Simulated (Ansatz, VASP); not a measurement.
HgF6 in VASP and in Ansatz

INCAR

```
SYSTEM = HgF6
ALGO     = Normal         ! electronic algorithm
EDIFF    = 1E-7           ! SCF threshold, eV
ENCUT    = 520            ! plane-wave cutoff, eV
GGA      = PE             ! functional
ISIF     = 2              ! what is computed and relaxed
ISMEAR   = 0              ! smearing method
LASPH    = .True.         ! aspherical terms in the spheres
LCHARG   = .False.        ! write CHGCAR
LREAL    = .False.        ! projectors in reciprocal space
LWAVE    = .False.        ! write WAVECAR
NBANDS   = 36             ! bands
NELM     = 60             ! most SCF steps
PREC     = Accurate       ! precision mode
SIGMA    = 0.1            ! smearing width, eV
```

KPOINTS

```
k-points
0
Gamma
  4 4 4
  0 0 0
```

POSCAR

```
HgF6
1.0
    0.0000000000      3.6973003300      3.6973003300
    3.6973003300      0.0000000000      3.6973003300
    3.6973003300      3.6973003300      0.0000000000
Hg F
1 6
Direct
    0.0000000000      0.0000000000      0.0000000000
    0.5000000000      0.5000000000      0.0000000000
    0.5000000000      0.0000000000      0.5000000000
    0.0000000000      0.0000000000      0.5000000000
    0.0000000000      0.5000000000      0.0000000000
    0.0000000000      0.5000000000      0.5000000000
    0.5000000000      0.0000000000      0.0000000000
```

Input for Ansatz:

```yaml
crystal:
  lattice:
    - [0.0, 3.69730033, 3.69730033]
    - [3.69730033, 0.0, 3.69730033]
    - [3.69730033, 3.69730033, 0.0]
  atoms:
    - { symbol: Hg, position: [0.0, 0.0, 0.0] }
    - { symbol: F, position: [0.5, 0.5, 0.0] }
    - { symbol: F, position: [0.5, 0.0, 0.5] }
    - { symbol: F, position: [0.0, 0.0, 0.5] }
    - { symbol: F, position: [0.0, 0.5, 0.0] }
    - { symbol: F, position: [0.0, 0.5, 0.5] }
    - { symbol: F, position: [0.5, 0.0, 0.0] }
basis:
  ecutwfc: 420
kpoints:
  mp_grid: { grid: [4, 4, 4] }
hamiltonian:
  xc: pbe
scf:
  occupations: { method: gaussian, width: 0.1 }
  lower_state_search: "off"
output:
  forces: true
  stress: true
  eigenvalues: true
```

Change from the starting cell: species swapped into the Zn6Mo type (Fm-3m, No. 225).

Alike in both runs: task single point; functional PBE; k mesh 4 × 4 × 4; occupations gaussian, width 0.1 eV; no spin polarisation.

```csv
,VASP,Ansatz
version,VASP 6.6.1,Ansatz 0.2.0
potentials or method,"VASP PAW PBE potentials, release 64 (Hg, F), cutoff 520 eV","scalar-relativistic, plane waves, PAW"
valence electrons in the cell,54,62
```

```csv
,VASP,Ansatz,Ansatz less VASP
gap on the k mesh at the Fermi level (eV),none,none,-
pressure (GPa),-5.4,-5.2,+0.22
```

A gap of «none» marks a metal or a gap that the smearing closes. VASP's potentials hold 54 valence electrons a cell and Ansatz's 62, so a difference there can come from the potentials and not from the codes.

The k mesh is coarse, so the values compare programs but aren't converged. Spin-orbit coupling is off throughout.
